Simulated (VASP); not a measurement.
Runs of VASP 6.6.1 on GaP. The structure is that of space group F-43m (No. 216), or close to it. The cells are those of the table. 

```tsv
task	cell	cutoff (eV)	gap on the mesh (eV)	pressure (GPa)
relaxation of cell and atoms	relaxed from a = 3.812 Å, angles 60.0°, 2 atoms	600	1.42	0.1
single point	a = 3.812 Å, angles 60.0°, 2 atoms	520	1.42	(b)
single point	a = 3.825 Å, angles 60.0°, 2 atoms	520	1.44	(a)
single point	a = 3.799 Å, angles 60.0°, 2 atoms	520	1.40	1.1
```

Alike in all rows: level LDA; potentials or basis VASP PAW LDA potentials, release 64 (Ga_d, P); no spin polarisation; k mesh 6 × 6 × 6; smearing fermi-dirac 0.02 eV.

Task: Estimate the missing entries.

Result: (a) -0.7; (b) 0.2.

Caveats: the relaxation stopped at its first step, so nothing moved (some runs).

A k mesh can miss the band edges, and the runs leave out spin-orbit coupling on Ga.
